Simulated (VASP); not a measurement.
# EuAlTe (P4/nmm) in VASP: further runs

The runs below take EuAlTe through single point, with PBE+U.

Everything below comes from runs of VASP 6.6.1. Logs are shortened: lines on timing, memory, paths and dates and some standing lists are left out, and cuts for length are marked.

**1. The cell of the first run**

It takes space group P4/nmm (No. 129, tetragonal). The conventional cell has a = 4.837 Å, b = 4.837 Å, c = 8.627 Å, α = 90.00°, β = 90.00°, γ = 90.00°. Within 4.5 Å of Eu (site symmetry 4mm) lie 5 Te at 3.46 to 3.70 Å and 4 Eu at 3.98 Å and 4 Al at 4.09 Å. Within 4.0 Å of Te (site symmetry 4mm) lie 4 Al at 3.06 Å and 5 Eu at 3.46 to 3.70 Å. Al (site symmetry -4m2) has 4 Te at 3.06 Å and 4 Al at 3.42 Å and 4 Eu at 4.09 Å within 4.1 Å.

**2. Single point, PBE+U, collinear spin**

Contents of INCAR:

```
PREC = Accurate ; ENCUT = 520
EDIFF = 1E-6 ; ISMEAR = 0
SIGMA = 0.1529 ; LREAL = F
LASPH = T ; NELM = 150
ALGO = Normal ; ISIF = 2
LWAVE = F ; LCHARG = T
ISPIN = 2 ; MAGMOM = 7.81 7.81 -0.04 -0.04 0.05 0.05
LORBIT = 11 ; LMAXMIX = 6
LDAU = T ; LDAUTYPE = 2
LDAUL = 3 -1 -1 ; LDAUU = 2.96 0 0
LDAUJ = 0 0 0 ; LDAUPRINT = 1
GGA = PE ; LELF = T
LVHAR = T ; NBANDS = 39
```

Contents of KPOINTS:

```
Automatic mesh
0
Gamma
  5 5 3
```

Contents of POSCAR:

```
EuAlTe
1.0
    4.8366765000      0.0000000000      0.0000000000
    0.0000000000      4.8366765000      0.0000000000
    0.0000000000      0.0000000000      8.6268009600
Eu Te Al
2 2 2
Direct
    0.2500000000      0.2500000000      0.6180000000
    0.7500000000      0.7500000000      0.3820000000
    0.2500000000      0.2500000000      0.2170000000
    0.7500000000      0.7500000000      0.7830000000
    0.7500000000      0.2500000000      0.0000000000
    0.2500000000      0.7500000000      0.0000000000
```

Potentials or basis: VASP PAW PBE potentials, release 64 (Eu, Te, Al).

Launch:

```
> cat potpaw_PBE.64/Eu/POTCAR potpaw_PBE.64/Te/POTCAR potpaw_PBE.64/Al/POTCAR > POTCAR
> mpirun -np 1 vasp_std > vasp.out
```

OUTCAR:

```text
PREC = Accurate
   ENCUT = 520
   EDIFF = 1E-6
   ISMEAR = 0
   LREAL = F
   LASPH = T
   NELM = 150
   ISIF = 2
   ISPIN = 2
   LORBIT = 11
   GGA = PE

 ion  position               nearest neighbor table
   1  0.250  0.250  0.618-   3 3.46
   2  0.750  0.750  0.382-   4 3.46
   3  0.250  0.250  0.217-   5 3.06   6 3.06   6 3.06   5 3.06   1 3.46
   4  0.750  0.750  0.783-   5 3.06   6 3.06   5 3.06   6 3.06   2 3.46
   5  0.750  0.250  0.000-   3 3.06   4 3.06   4 3.06   3 3.06
   6  0.250  0.750  0.000-   3 3.06   4 3.06   3 3.06   4 3.06

  LATTYP: Found a simple tetragonal cell.
 ALAT       =     4.8366765000
 C/A-ratio  =     1.7836216584

  Lattice vectors:

 A1 = (   4.8366765000,   0.0000000000,   0.0000000000)
 A2 = (   0.0000000000,   4.8366765000,   0.0000000000)
 A3 = (   0.0000000000,   0.0000000000,   8.6268009600)

Analysis of symmetry for initial positions (statically):
=====================================================================
 Subroutine PRICEL returns:
 Original cell was already a primitive cell.

 Routine SETGRP: Setting up the symmetry group for a
 simple tetragonal supercell.

 Subroutine GETGRP returns: Found 16 space group operations
 (whereof  4 operations were pure point group operations)
 out of a pool of 16 trial point group operations.

The static configuration has the point symmetry C_2h.
 The point group associated with its full space group is D_4h.

Analysis of symmetry for dynamics (positions and initial velocities):
=====================================================================
 Subroutine PRICEL returns:
 Original cell was already a primitive cell.

 Routine SETGRP: Setting up the symmetry group for a
 simple tetragonal supercell.

 Subroutine GETGRP returns: Found 16 space group operations
 (whereof  4 operations were pure point group operations)
 out of a pool of 16 trial point group operations.

The dynamic configuration has the point symmetry C_2h.
 The point group associated with its full space group is D_4h.

Analysis of structural, dynamic, and magnetic symmetry:
=====================================================================
 Subroutine PRICEL returns:
 Original cell was already a primitive cell.

 Routine SETGRP: Setting up the symmetry group for a
 simple tetragonal supercell.

 Subroutine GETGRP returns: Found 16 space group operations
 (whereof  4 operations were pure point group operations)
 out of a pool of 16 trial point group operations.

The overall configuration has the point symmetry C_2h.
 The point group associated with its full space group is D_4h.

 Subroutine INISYM returns: Found 16 space group operations
[... 187 lines left out ...]
  0.0000 -0.0000  0.0000  0.0000 -0.0000  0.9715 -0.0000
  0.0000 -0.0000  0.0000  0.0000 -0.0001 -0.0000  0.9725

spin component  2

  0.0004  0.0000 -0.0001  0.0000 -0.0000  0.0000  0.0000
  0.0000  0.0004  0.0000 -0.0000 -0.0000  0.0000  0.0000
 -0.0001  0.0000  0.0004  0.0000  0.0000 -0.0000 -0.0000
  0.0000 -0.0000  0.0000  0.0006 -0.0000 -0.0000  0.0000
 -0.0000 -0.0000  0.0000 -0.0000  0.0004  0.0000  0.0001
  0.0000  0.0000 -0.0000 -0.0000  0.0000  0.0001 -0.0000
  0.0000  0.0000 -0.0000  0.0000  0.0001 -0.0000  0.0004

 occupancies and eigenvectors

  o =  0.0001  v =  0.0000  0.0000  0.0000  0.0000  0.0000  0.0000  0.0000  0.0000 -0.0000  0.0000  0.0000 -0.0000  1.0000  0.0000      0.0000  0.0000  0.0000  0.0000  0.0000  0.0000  0.0000  0.0000  0.0000  0.0000  0.0000  0.0000  0.0000  0.0000
  o =  0.0003  v =  0.0000  0.0000  0.0000  0.0000  0.0000  0.0000  0.0000  0.0000 -0.0000  0.0000 -0.0000 -0.6245 -0.0000  0.7811      0.0000  0.0000  0.0000  0.0000  0.0000  0.0000  0.0000  0.0000  0.0000  0.0000  0.0000  0.0000  0.0000  0.0000
  o =  0.0003  v =  0.0000  0.0000  0.0000  0.0000  0.0000  0.0000  0.0000  0.7811 -0.0000  0.6245 -0.0000  0.0000 -0.0000 -0.0000      0.0000  0.0000  0.0000  0.0000  0.0000  0.0000  0.0000  0.0000  0.0000  0.0000  0.0000  0.0000  0.0000  0.0000
  o =  0.0004  v =  0.0000  0.0000  0.0000  0.0000  0.0000  0.0000  0.0000 -0.0000  1.0000  0.0000  0.0000 -0.0000  0.0000 -0.0000      0.0000  0.0000  0.0000  0.0000  0.0000  0.0000  0.0000  0.0000  0.0000  0.0000  0.0000  0.0000  0.0000  0.0000
  o =  0.0005  v =  0.0000  0.0000  0.0000  0.0000  0.0000  0.0000  0.0000  0.0000 -0.0000 -0.0000 -0.0000 -0.7811 -0.0000 -0.6245      0.0000  0.0000  0.0000  0.0000  0.0000  0.0000  0.0000  0.0000  0.0000  0.0000  0.0000  0.0000  0.0000  0.0000
  o =  0.0005  v =  0.0000  0.0000  0.0000  0.0000  0.0000  0.0000  0.0000  0.6245  0.0000 -0.7811 -0.0000  0.0000  0.0000  0.0000      0.0000  0.0000  0.0000  0.0000  0.0000  0.0000  0.0000  0.0000  0.0000  0.0000  0.0000  0.0000  0.0000  0.0000
  o =  0.0006  v =  0.0000  0.0000  0.0000  0.0000  0.0000  0.0000  0.0000 -0.0000  0.0000 -0.0000 -1.0000  0.0000  0.0000 -0.0000      0.0000  0.0000  0.0000  0.0000  0.0000  0.0000  0.0000  0.0000  0.0000  0.0000  0.0000  0.0000  0.0000  0.0000
  o =  0.9660  v =  0.0000  0.0000 -0.0000  1.0000 -0.0000 -0.0000 -0.0000  0.0000  0.0000  0.0000  0.0000  0.0000  0.0000  0.0000      0.0000  0.0000  0.0000  0.0000  0.0000  0.0000  0.0000  0.0000  0.0000  0.0000  0.0000  0.0000  0.0000  0.0000
  o =  0.9710  v =  0.0000 -1.0000  0.0000  0.0000  0.0000  0.0000  0.0000  0.0000  0.0000  0.0000  0.0000  0.0000  0.0000  0.0000      0.0000  0.0000  0.0000  0.0000  0.0000  0.0000  0.0000  0.0000  0.0000  0.0000  0.0000  0.0000  0.0000  0.0000
  o =  0.9715  v =  0.0000  0.0000 -0.0000  0.0000  0.0000  1.0000  0.0000  0.0000  0.0000  0.0000  0.0000  0.0000  0.0000  0.0000      0.0000  0.0000  0.0000  0.0000  0.0000  0.0000  0.0000  0.0000  0.0000  0.0000  0.0000  0.0000  0.0000  0.0000
  o =  0.9725  v = -0.9009  0.0000  0.4341  0.0000 -0.0000  0.0000  0.0000  0.0000  0.0000  0.0000  0.0000  0.0000  0.0000  0.0000      0.0000  0.0000  0.0000  0.0000  0.0000  0.0000  0.0000  0.0000  0.0000  0.0000  0.0000  0.0000  0.0000  0.0000
  o =  0.9725  v =  0.0000 -0.0000  0.0000 -0.0000 -0.4341  0.0000 -0.9009  0.0000  0.0000  0.0000  0.0000  0.0000  0.0000  0.0000      0.0000  0.0000  0.0000  0.0000  0.0000  0.0000  0.0000  0.0000  0.0000  0.0000  0.0000  0.0000  0.0000  0.0000
  o =  0.9726  v =  0.0000 -0.0000  0.0000  0.0000  0.9009 -0.0000 -0.4341  0.0000  0.0000  0.0000  0.0000  0.0000  0.0000  0.0000      0.0000  0.0000  0.0000  0.0000  0.0000  0.0000  0.0000  0.0000  0.0000  0.0000  0.0000  0.0000  0.0000  0.0000
  o =  0.9726  v =  0.4341  0.0000  0.9009  0.0000 -0.0000  0.0000  0.0000  0.0000  0.0000  0.0000  0.0000  0.0000  0.0000  0.0000      0.0000  0.0000  0.0000  0.0000  0.0000  0.0000  0.0000  0.0000  0.0000  0.0000  0.0000  0.0000  0.0000  0.0000

 number of electron      51.9999999 magnetization      15.3149624

 Free energy of the ion-electron system (eV)
  ---------------------------------------------------
  ext. energy  EPLUGINS =         0.00000000
  ---------------------------------------------------
  free energy    TOTEN  =       -37.34486567 eV

  energy without entropy =      -37.29411111  energy(sigma->0) =      -37.31948839

 E-fermi :   4.3155     XC(G=0):  -8.8222

 val. band max:        4.2971881854   @ k =   0.2000   0.0000   0.3333
 cond. band min:       4.3269487027   @ k =   0.2000   0.0000   0.0000
 fundamental gap:      0.0297605173
 Fermi energy:         4.3155460706

 spin component 1

 k-point     1 :       0.0000    0.0000    0.0000
  band No.  band energies     occupation
      1     -37.0265      1.00000
      2     -37.0093      1.00000
      3     -15.9612      1.00000
      4     -15.9612      1.00000
      5     -15.9606      1.00000
      6     -15.8932      1.00000
[... 481 lines left out ...]
     37       5.9263      0.00000
     38       6.4313      0.00000
 Fermi energy:         4.3155460706

 spin component 2

 k-point     1 :       0.0000    0.0000    0.0000
  band No.  band energies     occupation
      1     -33.8217      1.00000
      2     -33.7993      1.00000
      3     -13.6188      1.00000
      4     -13.6131      1.00000
      5     -13.6131      1.00000
      6     -13.5464      1.00000
[... 481 lines left out ...]
     37       9.9174      0.00000
     38      10.6702      0.00000
 [bands above 38 left out]

------------------------ aborting loop because EDIFF is reached ----------------------------------------

  FORCE on cell =-STRESS in cart. coord.  units (eV):
  Direction    XX          YY          ZZ          XY          YZ          ZX
  --------------------------------------------------------------------------------------
  -------------------------------------------------------------------------------------
  Total       -2.1912631     -2.1912631     -0.4900221     -0.0000000      0.0000000      0.0000000
  in kB      -17.3964745    -17.3964745     -3.8902936     -0.0000000      0.0000000      0.0000000
  external PRESSURE =     -12.8944142 kB  Pullay stress =       0.0000000 kB

 VOLUME and BASIS-vectors are now :
 -----------------------------------------------------------------------------
  energy-cutoff  :      520.00
  volume of cell :      201.81
      direct lattice vectors                 reciprocal lattice vectors
     4.836676500  0.000000000  0.000000000     0.206753542  0.000000000  0.000000000
     0.000000000  4.836676500  0.000000000     0.000000000  0.206753542  0.000000000
     0.000000000  0.000000000  8.626800960     0.000000000  0.000000000  0.115917825

 POSITION                                       TOTAL-FORCE (eV/Angst)
 -----------------------------------------------------------------------------------
      1.20917      1.20917      5.33136        -0.000000      0.000000      0.526848
      3.62751      3.62751      3.29544         0.000000     -0.000000     -0.526848
      1.20917      1.20917      1.87202        -0.000000      0.000000      1.534351
      3.62751      3.62751      6.75479         0.000000      0.000000     -1.534351
      3.62751      1.20917      0.00000         0.000000      0.000000      0.000000
      1.20917      3.62751      0.00000         0.000000      0.000000     -0.000000
 -----------------------------------------------------------------------------------
    total drift:                                0.000000      0.000000      0.000000

  FREE ENERGIE OF THE ION-ELECTRON SYSTEM (eV)
  ---------------------------------------------------
  free  energy   TOTEN  =       -37.3448656712 eV

  energy  without entropy=      -37.2941111092  energy(sigma->0) =      -37.31948839

 total charge

# of ion       s       p       d       f       tot
--------------------------------------------------
    1        2.043   5.746   0.228   6.795  14.810
    2        2.043   5.746   0.228   6.795  14.810
    3        1.396   1.925   0.041   0.000   3.362
    4        1.396   1.925   0.041   0.000   3.362
    5        0.573   0.183   0.000   0.000   0.756
    6        0.573   0.183   0.000   0.000   0.756
--------------------------------------------------
tot          8.023  15.708   0.537  13.589  37.857

 magnetization (x)

# of ion       s       p       d       f       tot
--------------------------------------------------
    1       -0.003  -0.106   0.124   6.790   6.805
    2       -0.003  -0.106   0.124   6.790   6.805
    3        0.003  -0.043   0.008   0.000  -0.032
    4        0.003  -0.043   0.008   0.000  -0.032
    5       -0.013   0.022   0.000   0.000   0.010
    6       -0.013   0.022   0.000   0.000   0.010
--------------------------------------------------
tot         -0.025  -0.253   0.264  13.579  13.565
```

Wall time 2.6 min (1 thread of Intel Xeon 6975P-C (Granite Rapids), shared host); peak memory 0.44 GiB.

What came out:

- Free energy: -37.3449 eV
- Pressure: -1.3 GPa
- Largest force: 1.534 eV/Å
- Net moment: 15.31 μB per cell
- Site moments: Eu +6.80; Te -0.03; Al +0.01 μB
- Valence electrons inside the program's atomic spheres: Eu 14.81; Te 3.36; Al 0.76

Forces on the atoms (eV/Å):
```
Eu   0.000  0.000  0.527
Eu   0.000  0.000 -0.527
Te   0.000  0.000  1.534
Te   0.000  0.000 -1.534
Al   0.000  0.000  0.000
Al   0.000  0.000  0.000
```

Stress tensor (GPa, compression positive):
```
-1.74  0.00  0.00
 0.00 -1.74  0.00
 0.00  0.00 -0.39
```

Levels at points of the mesh, in eV from the Fermi level:
Spin up:
| k point | band 30 | band 31 | band 32 | band 33 | band 34 | band 35 | band 36 | band 37 | band 38 | band 39 |
| --- | --- | --- | --- | --- | --- | --- | --- | --- | --- | --- |
| (0.00, 0.00, 0.00) | -1.00 | -0.99 | -0.99 | -0.94 | -0.10 | 0.49 | 1.03 | 1.03 | 1.39 | 1.56 |
Spin down:
| k point | band 15 | band 16 | band 17 | band 18 | band 19 | band 20 | band 21 | band 22 |
| --- | --- | --- | --- | --- | --- | --- | --- | --- |
| (0.00, 0.00, 0.00) | -2.66 | -2.66 | -2.36 | -1.89 | -0.46 | 0.72 | 0.86 | 1.38 |

Eigenvalues of the final occupation matrices:
| site | spin | trace | eigenvalues |
| --- | --- | --- | --- |
| site 1 f | 1 | 6.80 | 0.97 0.97 0.97 0.97 0.97 0.97 0.97 |
| site 1 f | 2 | 0.00 | 0.00 0.00 0.00 0.00 0.00 0.00 0.00 |
| site 2 f | 1 | 6.80 | 0.97 0.97 0.97 0.97 0.97 0.97 0.97 |
| site 2 f | 2 | 0.00 | 0.00 0.00 0.00 0.00 0.00 0.00 0.00 |

Caveat: spin-orbit coupling is left out, which moves the levels of the heavy elements; forces of over 1 eV/Å act on the atoms, so gaps and moduli don't describe the material at rest.

**3. Single point, PBE+U, collinear spin, antiferromagnetic start**

POSCAR is that of step 2.

Contents of INCAR.step1:

```
PREC     = Accurate       # precision mode
ENCUT    = 520            # plane-wave cutoff, eV
EDIFF    = 1E-6           # SCF threshold, eV
ISMEAR   = 0              # smearing method
SIGMA    = 0.1529         # smearing width, eV
LREAL    = F              # projectors in reciprocal space
LASPH    = T              # aspherical terms in the spheres
NELM     = 150            # most SCF steps
ALGO     = Normal         # electronic algorithm
ISIF     = 2              # what is computed and relaxed
LWAVE    = F              # write WAVECAR
LCHARG   = T              # write CHGCAR
ISPIN    = 2              # spin polarisation
MAGMOM   = 7 -7 0 0 0 0   # initial moments
LMAXMIX  = 6              # l up to which the mixer works
LDAU     = T              # DFT+U
LDAUTYPE = 2            
LDAUL    = 3 -1 -1        # shell
LDAUU    = 2.96 0 0       # U, eV
LDAUJ    = 0 0 0        
LDAUPRINT= 1            
GGA      = PE             # functional
NBANDS   = 39             # bands
```

Contents of KPOINTS.step1:

```
Automatic mesh
0
Gamma
  5 5 3
```

Contents of INCAR.step2:

```
PREC     = Accurate       # precision mode
ENCUT    = 520            # plane-wave cutoff, eV
EDIFF    = 1E-6           # SCF threshold, eV
ISMEAR   = -5             # smearing method
SIGMA    = 0.1529         # smearing width, eV
LREAL    = F              # projectors in reciprocal space
LASPH    = T              # aspherical terms in the spheres
NELM     = 150            # most SCF steps
ALGO     = Normal         # electronic algorithm
ISIF     = 2              # what is computed and relaxed
LWAVE    = F              # write WAVECAR
LCHARG   = F              # write CHGCAR
ISPIN    = 2              # spin polarisation
MAGMOM   = 7 -7 0 0 0 0   # initial moments
LORBIT   = 10             # projections on sites
LMAXMIX  = 6              # l up to which the mixer works
LDAU     = T              # DFT+U
LDAUTYPE = 2            
LDAUL    = 3 -1 -1        # shell
LDAUU    = 2.96 0 0       # U, eV
LDAUJ    = 0 0 0        
LDAUPRINT= 1            
GGA      = PE             # functional
NEDOS    = 2001           # points of the DOS
ICHARG   = 11             # starting density
```

Contents of KPOINTS.step2:

```
Automatic mesh
0
Gamma
  8 8 5
```

Potentials or basis: VASP PAW PBE potentials, release 64 (Eu, Te, Al).

Launch:

```
> cat potpaw_PBE.64/Eu/POTCAR potpaw_PBE.64/Te/POTCAR potpaw_PBE.64/Al/POTCAR > POTCAR
> cp INCAR.step1 INCAR
> cp KPOINTS.step1 KPOINTS
> mpirun -np 1 vasp_std > vasp.out
> cp INCAR.step2 INCAR
> cp KPOINTS.step2 KPOINTS
> mpirun -np 1 vasp_std > vasp.out
```

It took 8 min on 1 thread of Intel Xeon 6975P-C (Granite Rapids), shared host; peak memory 0.64 GiB.

Results (log left out):

| Item | Value |
| --- | --- |
| Net moment | 0.00 μB per cell |
| Site moments | Eu +6.73, -6.73; Te +0.01, -0.01; Al +0.00 μB |
| Valence electrons inside the program's atomic spheres | Eu 14.80; Te 3.36; Al 0.75 |

Levels at points of the mesh, in eV from the Fermi level:
Spin up:
```csv
k point,band 22,band 23,band 24,band 25,band 26,band 27,band 28,band 29,band 30,band 31
"(0.00, 0.00, 0.00)",-0.99,-0.98,-0.97,-0.97,-0.64,0.22,0.73,1.25,1.25,1.66
"(0.50, 0.00, 0.00)",-0.98,-0.98,-0.96,-0.94,0.23,0.43,0.68,0.79,0.93,0.97
"(0.50, 0.50, 0.00)",-0.98,-0.97,-0.96,-0.72,-0.72,-0.64,1.21,1.21,2.43,2.59
```
Spin down:
```tsv
k point	band 23	band 24	band 25	band 26	band 27	band 28	band 29	band 30
(0.00, 0.00, 0.00)	-0.98	-0.97	-0.97	-0.64	0.22	0.73	1.25	1.25
(0.50, 0.00, 0.00)	-0.98	-0.96	-0.94	0.23	0.43	0.68	0.79	0.93
(0.50, 0.50, 0.00)	-0.97	-0.96	-0.72	-0.72	-0.64	1.21	1.21	2.43
```

Eigenvalues of the final occupation matrices:
| site | spin | trace | eigenvalues |
| --- | --- | --- | --- |
| site 1 f | 1 | 6.80 | 0.97 0.97 0.97 0.97 0.97 0.97 0.97 |
| site 1 f | 2 | 0.00 | 0.00 0.00 0.00 0.00 0.00 0.00 0.00 |
| site 2 f | 1 | 0.00 | 0.00 0.00 0.00 0.00 0.00 0.00 0.00 |
| site 2 f | 2 | 6.80 | 0.97 0.97 0.97 0.97 0.97 0.97 0.97 |

Caveat: the antiferromagnetic order is the one typed at the start, and another may lie lower; spin-orbit coupling is left out, which moves the levels of the heavy elements.
